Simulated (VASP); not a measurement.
Input of a VASP 6.6.1 run:

INCAR

```
SYSTEM = Cd3O2
PREC = Accurate
ENCUT = 520
EDIFF = 1E-6
ISMEAR = 0
SIGMA = 0.1
LREAL = .False.
LASPH = .True.
NELM = 80
ALGO = Normal
ISIF = 2
LWAVE = .False.
LCHARG = .False.
GGA = PE
NBANDS = 32
```

Contents of KPOINTS:

```
regular mesh
0
Gamma
  12 12 12
  0 0 0
```

The input POSCAR:

```
Cd3O2
1.0
    1.6827714764      0.9715485649      7.9125403960
   -1.6827714764      0.9715485649      7.9125403960
    0.0000000000     -1.9430971297      7.9125403960
Cd O
3 2
Direct
    0.7845213551      0.7845213551      0.7845213551
    0.2154786449      0.2154786449      0.2154786449
    0.0000000000      0.0000000000      0.0000000000
    0.3913948543      0.3913948543      0.3913948543
    0.6086051457      0.6086051457      0.6086051457
```

Potentials or basis: VASP PAW PBE potentials, release 64 (Cd, O).

The run is started by

```console
$ cat potpaw_PBE.64/Cd/POTCAR potpaw_PBE.64/O/POTCAR > POTCAR
$ mpirun -np 1 vasp_std > vasp.out
```

Predict the largest force.

0.048 eV/Å.

What does it give for the band gap on the k mesh?

Zero (bands 24 and 25 overlap by 2.23 eV).

Forces on the atoms (eV/Å):
```
Cd   0.000  0.000  0.048
Cd   0.000  0.000 -0.048
Cd   0.000  0.000  0.000
O    0.000  0.000  0.008
O    0.000  0.000 -0.008
```
